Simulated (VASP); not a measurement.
# Os (P6_3/mmc) in VASP: a series of runs, part 2 of 2

VASP 6.6.1. Earlier steps stand in the parts before.

## Step 3: Single point, LDA

This run uses another cell than the first one, of 13.69 Å³/atom, 1.041 times its volume.

Contents of INCAR:

```
  ALGO = Normal
  EDIFF = 1E-6
  ENCUT = 520
  ISIF = 2
  ISMEAR = -1
  LASPH = True
  LCHARG = False
  LREAL = False
  LWAVE = False
  NBANDS = 15
  NELM = 60
  PREC = Accurate
  SIGMA = 0.05
```

Contents of KPOINTS:

```
k-points
0
Gamma
  9 9 5
```

Contents of POSCAR:

```
Os
1.0
    2.7132888345      0.0000000000      0.0000000000
   -1.3566444173      2.3497770585      0.0000000000
    0.0000000000      0.0000000000      4.2933268075
Os
2
Direct
    0.3333333333      0.6666666667      0.2500000000
    0.6666666667      0.3333333333      0.7500000000
```

Potentials or basis: VASP PAW LDA potentials, release 64 (Os).

Started as:

```bash
cat potpaw_LDA.64/Os/POTCAR > POTCAR
mpirun -np 1 vasp_std > vasp.out
```

OUTCAR:

```text
EDIFF = 1E-6
   ENCUT = 520
   ISIF = 2
   ISMEAR = -1
   LASPH = True
   LREAL = False
   NELM = 60
   PREC = Accurate

 ion  position               nearest neighbor table
   1  0.333  0.667  0.250-   2 2.66   2 2.66   2 2.66   2 2.66   2 2.66   2 2.66
   2  0.667  0.333  0.750-   1 2.66   1 2.66   1 2.66   1 2.66   1 2.66   1 2.66

  LATTYP: Found a hexagonal cell.
 ALAT       =     2.7132888345
 C/A-ratio  =     1.5823331276

  Lattice vectors:

 A1 = (   2.7132888345,   0.0000000000,   0.0000000000)
 A2 = (  -1.3566444173,   2.3497770585,   0.0000000000)
 A3 = (   0.0000000000,   0.0000000000,   4.2933268075)

Analysis of symmetry for initial positions (statically):
=====================================================================
 Subroutine PRICEL returns:
 Original cell was already a primitive cell.

 Routine SETGRP: Setting up the symmetry group for a
 hexagonal supercell.

 Subroutine GETGRP returns: Found 24 space group operations
 (whereof 12 operations were pure point group operations)
 out of a pool of 24 trial point group operations.

The static configuration has the point symmetry D_3d.
 The point group associated with its full space group is D_6h.

Analysis of symmetry for dynamics (positions and initial velocities):
=====================================================================
 Subroutine PRICEL returns:
 Original cell was already a primitive cell.

 Routine SETGRP: Setting up the symmetry group for a
 hexagonal supercell.

 Subroutine GETGRP returns: Found 24 space group operations
 (whereof 12 operations were pure point group operations)
 out of a pool of 24 trial point group operations.

The dynamic configuration has the point symmetry D_3d.
 The point group associated with its full space group is D_6h.

 Subroutine INISYM returns: Found 24 space group operations
 (whereof 12 operations are pure point group operations),
 and found     1 'primitive' translations

----------------------------------------------------------------------------------------

                                     Primitive cell

  volume of cell :      27.3726

  direct lattice vectors                    reciprocal lattice vectors
     2.713288835  0.000000000  0.000000000     0.368556413  0.212786144  0.000000000
    -1.356644417  2.349777058  0.000000000     0.000000000  0.425572288  0.000000000
     0.000000000  0.000000000  4.293326807     0.000000000  0.000000000  0.232919609

  length of vectors
     2.713288835  2.713288835  4.293326807     0.425572288  0.425572288  0.232919609

  position of ions in fractional coordinates (direct lattice)
     0.333333333  0.666666667  0.250000000
     0.666666667  0.333333333  0.750000000

  ion indices of the primitive-cell ions
   primitive index   ion index
                 1           1
                 2           2

----------------------------------------------------------------------------------------

 KPOINTS: k-points

Automatic generation of k-mesh.
 Grid dimensions read from file:
 generate k-points for:    9    9    5

 Generating k-lattice:

  Cartesian coordinates                     Fractional coordinates (reciprocal lattice)
     0.040950713  0.023642905  0.000000000     0.111111111  0.000000000  0.000000000
     0.000000000  0.047285810  0.000000000     0.000000000  0.111111111  0.000000000
     0.000000000  0.000000000  0.046583922     0.000000000  0.000000000  0.200000000
[... 41 lines left out ...]
   total plane-waves  NPLWV =  12800
   dimension x,y,z NGX =    20 NGY =   20 NGZ =   32
   dimension x,y,z NGXF=    40 NGYF=   40 NGZF=   64
   ions per type =               2
   NGX,Y,Z   is equivalent  to a cutoff of  12.25, 12.25, 12.39 a.u.
   NGXF,Y,Z  is equivalent  to a cutoff of  24.51, 24.51, 24.78 a.u.
 SYSTEM =  unknown system
   PREC   = accura    normal or accurate (medium, high low for compatibility)
   ISTART =      0    job   : 0-new  1-cont  2-samecut
   ICHARG =      2    charge: 1-file 2-atom 10-const
   ISPIN  =      1    spin polarized calculation?
   LNONCOLLINEAR =      F non collinear calculations
   LSORBIT =      F    spin-orbit coupling
   LASPH  =      T    aspherical Exc in radial PAW
   ENCUT  =  520.0 eV  38.22 Ry    6.18 a.u.   5.04  5.04  7.98*2*pi/ulx,y,z
   NELM   =     60;   NELMIN=  2; NELMDL= -5     # of ELM steps
   EDIFF  = 0.1E-05   stopping-criterion for ELM
   LREAL  =      F    real-space projection
   EDIFFG = 0.1E-04   stopping-criterion for IOM
   NSW    =      0    number of steps for IOM
   IBRION =     -1    ionic relax: 0-MD 1-quasi-New 2-CG
   NFREE  =      0    steps in history (QN), initial steepest desc. (CG)
   ISIF   =      2    stress and relaxation
   ISYM   =      2    0-nonsym 1-usesym 2-fastsym
   POTIM  = 0.5000    time-step for ionic-motion
   TEBEG  =    0.0;   TEEND  =   0.0 temperature during run
   PSTRESS=    0.0 pullay stress
   NELECT =      16.0000    total number of electrons
   NUPDOWN=      -1.0000    fix difference up-down
   EMIN   =  10.00;   EMAX   =-10.00  energy-range for DOS
   EFERMI =   0.00;   METHOD = LEGACY
   ISMEAR =    -1;   SIGMA  =   0.05  broadening in eV -4-tet -1-fermi 0-gaus
   EFERMI_NEDOS =   21; number of points for ismear=-14 and -15
   IALGO  =     38    algorithm
   IMIX   =      4    mixing-type and parameters
     AMIX     =   0.40;   BMIX     =  1.00
     AMIX_MAG =   1.60;   BMIX_MAG =  1.00
  volume/ion in A,a.u.               =      13.69        92.36
  Fermi-wavevector in a.u.,A,eV,Ry     =   1.368808  2.586673 25.492366  1.873636
  Thomas-Fermi vector in A             =   2.494739
   LORBIT       =      0    0 simple, 1 ext, 2 COOP (PROOUT), +10 PAW based schemes
   GGA     = CA    functional components
   LHFCALC =     F    Hartree Fock is set to
   AEXX    =    0.0000 exact exchange contribution
   IVDW    =     0    specifies the selected vdW correction
   LEPSILON=     F    determine dielectric tensor
   LRPA    =     F    only Hartree local field effects (RPA)
 non-spin polarized calculation
  energy-cutoff  :      520.00
  volume of cell :       27.37
 maximum number of plane-waves:       756
   NGX = 11   NGY = 11   NGZ = 15

 number of electron      15.9999998 magnetization

 Free energy of the ion-electron system (eV)
  ---------------------------------------------------
  ext. energy  EPLUGINS =         0.00000000
  ---------------------------------------------------
  free energy    TOTEN  =       -25.33829429 eV

  energy without entropy =      -25.32922025  energy(sigma->0) =      -25.33375727

 E-fermi :   9.9323     XC(G=0): -14.3022

 val. band max:        9.9207436653   @ k =   0.1111   0.1111   0.4000
 cond. band min:       9.9475808004   @ k =   0.1111   0.0000   0.4000
 fundamental gap:      0.0268371351
 Fermi energy:         9.9322769677

 k-point     1 :       0.0000    0.0000    0.0000
  band No.  band energies     occupation
      1      -1.3350      2.00000
      2       1.7545      2.00000
      3       6.5604      2.00000
      4       6.5604      2.00000
      5       6.8099      2.00000
      6       7.4260      2.00000
      7       7.4260      2.00000
      8       8.1314      2.00000
      9       8.1314      2.00000
     10       9.8649      1.58766
     11      11.4738      0.00000
     12      11.4738      0.00000
     13      19.0583      0.00000
     14      23.8405      0.00000
[... 401 lines left out ...]
      2       4.0616      2.00000
      3       4.0616      2.00000
      4       5.0481      2.00000
      5       6.2036      2.00000
      6       6.2036      2.00000
      7       8.2218      2.00000
      8      10.5889      0.00000
      9      11.3698      0.00000
     10      11.3698      0.00000
     11      15.8606      0.00000
     12      15.8606      0.00000
     13      18.3905      0.00000
     14      22.9051      0.00000
     15      22.9051      0.00000

 [... further k-points ...]

------------------------ aborting loop because EDIFF is reached ----------------------------------------

  FORCE on cell =-STRESS in cart. coord.  units (eV):
  Direction    XX          YY          ZZ          XY          YZ          ZX
  --------------------------------------------------------------------------------------
  -------------------------------------------------------------------------------------
  Total        0.1918499      0.1918499      0.1617032     -0.0000000      0.0000000      0.0000000
  in kB       11.2293723     11.2293723      9.4648234     -0.0000000      0.0000000      0.0000000
  external PRESSURE =      10.6411893 kB  Pullay stress =       0.0000000 kB

 VOLUME and BASIS-vectors are now :
 -----------------------------------------------------------------------------
  energy-cutoff  :      520.00
  volume of cell :       27.37
      direct lattice vectors                 reciprocal lattice vectors
     2.713288835  0.000000000  0.000000000     0.368556413  0.212786144  0.000000000
    -1.356644417  2.349777058  0.000000000     0.000000000  0.425572288  0.000000000
     0.000000000  0.000000000  4.293326807     0.000000000  0.000000000  0.232919609

 POSITION                                       TOTAL-FORCE (eV/Angst)
 -----------------------------------------------------------------------------------
     -0.00000      1.56652      1.07333         0.000000     -0.000000      0.000000
      1.35664      0.78326      3.22000        -0.000000      0.000000      0.000000
 -----------------------------------------------------------------------------------
    total drift:                               -0.000000      0.000000     -0.000000

  FREE ENERGIE OF THE ION-ELECTRON SYSTEM (eV)
  ---------------------------------------------------
  free  energy   TOTEN  =       -25.3382942860 eV

  energy  without entropy=      -25.3292202481  energy(sigma->0) =      -25.33375727
```

It took 23 s on 1 thread of AMD EPYC 7R13, shared host; peak memory 0.1 GiB.

What came out:

* Free energy: -25.3383 eV
* Pressure: 1.1 GPa
* Band gap on the k mesh: zero (band 8 reaches 11.82 eV, above the bottom of band 9 at 7.85 eV)

Caveat: spin-orbit coupling is left out, which moves the levels of the heavy elements.

## Step 4: Relaxation of cell and atoms, LDA

This run uses another cell than the first one, of 13.92 Å³/atom, 1.059 times its volume.

Contents of INCAR:

```
  PREC = Accurate
  ENCUT = 600
  EDIFF = 1E-7
  ISMEAR = -1
  SIGMA = 0.05
  LREAL = F
  LASPH = T
  NELM = 100
  ALGO = Normal
  ISIF = 3
  LWAVE = F
  LCHARG = F
  IBRION = 2
  NSW = 80
  EDIFFG = -0.02
```

Contents of KPOINTS:

```
regular mesh
0
Gamma
  9 9 5
```

Contents of POSCAR:

```
Os
1.0
    2.7000000000      0.0000000000      0.0000000000
   -1.3500000000      2.3382685902      0.0000000000
    0.0000000000      0.0000000000      4.4091000000
Os
2
Direct
    0.3333333333      0.6666666667      0.2500000000
    0.6666666667      0.3333333333      0.7500000000
```

Started as:

```bash
cat potpaw_LDA.64/Os/POTCAR > POTCAR
mpirun -np 1 vasp_std > vasp.out
```

Wall time 2.7 min (1 thread of AMD EPYC 7R13, shared host); peak memory 0.12 GiB.

Results (log left out):

| Property | Result |
| --- | --- |
| Free energy | -25.3430 eV |
| Relaxed volume | 13.73 Å³/atom |
| Relaxed cell | a = 2.716 Å, b = 2.716 Å, c = 4.297 Å, α = 90.00°, β = 90.00°, γ = 120.00° |
| Space group after relaxing (to 0.05 Å) | P6_3/mmc (No. 194) |
| Energy gained by relaxing | 24.4 meV/atom |
| Ionic steps | 9 |
| Pressure after relaxing | 0.0 GPa |
| Band gap on the k mesh | zero (band 8 reaches 11.77 eV, above the bottom of band 9 at 7.81 eV) |

Step by step:
```tsv
step	energy change (eV)	largest force (eV/Å)	pressure (GPa)	volume (Å³)
1	0.0000	0.0000	-6.13	27.84
2	0.3294	0.0000	40.21	25.67
3	-0.0448	0.0000	2.44	27.30
4	-0.0451	0.0000	3.28	27.25
5	-0.0239	0.0000	-8.67	28.03
6	-0.0487	0.0000	-0.21	27.46
7	-0.0487	0.0000	-0.15	27.46
8	-0.0487	0.0000	0.30	27.43
9	-0.0487	0.0000	0.00	27.45
```

Final structure:
```
Os
1.0
     2.71615    0.00000    0.00000
    -1.35808    2.35226    0.00000
     0.00000    0.00000    4.29657
Os
2
Direct
  0.33333 0.66667 0.25000
  0.66667 0.33333 0.75000
```

Levels at points of the mesh, in eV from the Fermi level:
| k point | band 5 | band 6 | band 7 | band 8 | band 9 | band 10 | band 11 | band 12 |
| --- | --- | --- | --- | --- | --- | --- | --- | --- |
| (0.00, 0.00, 0.00) | -3.11 | -2.50 | -2.50 | -1.80 | -1.80 | -0.06 | 1.54 | 1.54 |

Caveat: spin-orbit coupling is left out, which moves the levels of the heavy elements.

## Step 5: Relaxation of cell and atoms, LDA, target pressure 5 GPa, at which the enthalpy is minimised

This run uses another cell than the first one, of 13.92 Å³/atom, 1.059 times its volume.

Contents of INCAR:

```
ALGO = Normal
EDIFF = 1E-6
EDIFFG = -0.02
ENCUT = 600
GGA = CA
IBRION = 2
ISIF = 3
ISMEAR = -1
LASPH = True
LCHARG = False
LREAL = False
LWAVE = False
NELM = 60
NSW = 80
PREC = Accurate
PSTRESS = 50.0
SIGMA = 0.05
```

Contents of KPOINTS:

```
k-points
0
Gamma
  9 9 5
```

POSCAR is that of step 4.

Started as:

```bash
cat potpaw_LDA.64/Os/POTCAR > POTCAR
mpirun -np 1 vasp_std > vasp.out
```

It took 2 min on 1 thread of AMD EPYC 7R13, shared host; peak memory 0.12 GiB.

It converged, with:

```yaml
Free_energy: -25.3386 eV
Relaxed_volume: 13.58 Å³/atom
Relaxed_cell: a = 2.706 Å, b = 2.706 Å, c = 4.282 Å, α = 90.00°, β = 90.00°, γ = 120.00°
Space_group_after_relaxing_to_0.05_Å: P6_3/mmc (No. 194)
Energy_change_on_relaxing_the_enthalpy_is_what_falls: -22.1 meV/atom
Ionic_steps: 7
Pressure_after_relaxing: 5.0 GPa
Band_gap_on_the_k_mesh: zero (band 8 reaches 11.98 eV, above the bottom of band 9 at 7.95 eV)
```

Stress tensor (GPa, compression positive):
```
4.93 0.00 0.00
0.00 4.93 0.00
0.00 0.00 5.05
```

The path:
```
step  energy change (eV)  largest force (eV/Å)  pressure (GPa)  volume (Å³)
   1              0.0000                0.0000           -6.13        27.84
   2              0.9797                0.0000           88.24        24.04
   3             -0.0342                0.0000            6.51        27.06
   4             -0.0325                0.0000            7.97        26.99
   5             -0.0320                0.0000            8.31        26.97
   6             -0.0293                0.0000           -1.37        27.58
   7             -0.0443                0.0000            4.97        27.16
```

Final structure:
```xyz
2
Lattice="2.7063 0.0000 0.0000 -1.3532 2.3437 0.0000 0.0000 0.0000 4.2822" Properties=species:S:1:pos:R:3 pbc="T T T"
Os    0.0000    1.5625    1.0705
Os    1.3532    0.7812    3.2116
```

Levels at points of the mesh, in eV from the Fermi level:
| k point | band 6 | band 7 | band 8 | band 9 | band 10 | band 11 |
| --- | --- | --- | --- | --- | --- | --- |
| (0.00, 0.00, 0.00) | -2.54 | -2.54 | -1.82 | -1.82 | -0.07 | 1.56 |

Caveat: the cell is relaxed towards a set pressure, so the enthalpy falls and the energy may rise; spin-orbit coupling is left out, which moves the levels of the heavy elements.

## Step 6: Relaxation of cell and atoms, LDA, target pressure 10 GPa, at which the enthalpy is minimised

This run uses another cell than the first one, of 13.92 Å³/atom, 1.059 times its volume.

Contents of INCAR:

```
  ALGO = Normal
  EDIFF = 1E-6
  EDIFFG = -0.02
  ENCUT = 600
  IBRION = 2
  ISIF = 3
  ISMEAR = -1
  LASPH = T
  LCHARG = F
  LREAL = F
  LWAVE = F
  NELM = 80
  NSW = 80
  PREC = Accurate
  PSTRESS = 100.0
  SIGMA = 0.05
```

KPOINTS is that of step 5.

POSCAR is that of step 5.

Potentials or basis: VASP PAW LDA potentials, release 64 (Os).

Started as:

```bash
cat potpaw_LDA.64/Os/POTCAR > POTCAR
mpirun -np 1 vasp_std > vasp.out
```

It took 2.1 min on 1 thread of AMD EPYC 7R13, shared host; peak memory 0.12 GiB.

It converged, with:

```yaml
Free_energy: -25.3253 eV
Relaxed_volume: 13.44 Å³/atom
Relaxed_cell: a = 2.697 Å, b = 2.697 Å, c = 4.268 Å, α = 90.00°, β = 90.00°, γ = 120.00°
Space_group_after_relaxing_to_0.05_Å: P6_3/mmc (No. 194)
Energy_change_on_relaxing_the_enthalpy_is_what_falls: -15.5 meV/atom
Ionic_steps: 7
Pressure_after_relaxing: 10.1 GPa
Band_gap_on_the_k_mesh: zero (band 8 reaches 12.18 eV, above the bottom of band 9 at 8.09 eV)
```

Stress tensor (GPa, compression positive):
```
10.04  0.00  0.00
 0.00 10.04  0.00
 0.00  0.00 10.22
```

The path:
```csv
step,energy change (eV),largest force (eV/Å),pressure (GPa),volume (Å³)
1,0.0000,0.0000,-6.13,27.84
2,2.1473,0.0000,152.60,22.49
3,-0.0214,0.0000,10.05,26.87
4,-0.0161,0.0000,12.10,26.76
5,-0.0138,0.0000,12.85,26.73
6,-0.0215,0.0000,5.56,27.17
7,-0.0310,0.0000,10.10,26.88
```

Final structure:
```
CELL_PARAMETERS angstrom
2.69655 0.00000 0.00000
-1.34827 2.33528 0.00000
0.00000 0.00000 4.26835
ATOMIC_POSITIONS crystal
Os 0.33333 0.66667 0.25000
Os 0.66667 0.33333 0.75000
```

Levels at points of the mesh, in eV from the Fermi level:
| k point | band 4 | band 5 | band 6 | band 7 | band 8 | band 9 | band 10 | band 11 | band 12 |
| --- | --- | --- | --- | --- | --- | --- | --- | --- | --- |
| (0.00, 0.00, 0.00) | -3.47 | -3.22 | -2.58 | -2.58 | -1.85 | -1.85 | -0.07 | 1.58 | 1.58 |

Caveat: the cell is relaxed towards a set pressure, so the enthalpy falls and the energy may rise; spin-orbit coupling is left out, which moves the levels of the heavy elements.

## Step 7: Summary

| task | cell | cutoff (eV) | gap on the mesh (eV) | pressure (GPa) |
| --- | --- | --- | --- | --- |
| single point | a = 2.676, b = 2.676, c = 4.240 Å, angles 90.0, 90.0, 120.0°, 2 atoms | 520 | none | 21.6 |
| single point | a = 2.713, b = 2.713, c = 4.293 Å, angles 90.0, 90.0, 120.0°, 2 atoms | 520 | none | 1.1 |
| relaxation of cell and atoms | relaxed from a = 2.700, b = 2.700, c = 4.409 Å, angles 90.0, 90.0, 120.0°, 2 atoms | 600 | none | 0.0 |
| relaxation of cell and atoms | relaxed to 5 GPa from a = 2.700, b = 2.700, c = 4.409 Å, angles 90.0, 90.0, 120.0°, 2 atoms | 600 | none | 5.0 |
| relaxation of cell and atoms | relaxed to 10 GPa from a = 2.700, b = 2.700, c = 4.409 Å, angles 90.0, 90.0, 120.0°, 2 atoms | 600 | none | 10.1 |

Alike in all rows: level LDA; potentials or basis VASP PAW LDA potentials, release 64 (Os); no spin polarisation; k mesh 9 × 9 × 5; smearing fermi-dirac 0.05 eV.

Caveats: spin-orbit coupling is left out, which moves the levels of the heavy elements; the cell is relaxed towards a set pressure, so the enthalpy falls and the energy may rise (some runs).

Total energies depend on the potentials used, so only differences within one code and one set of settings carry meaning.
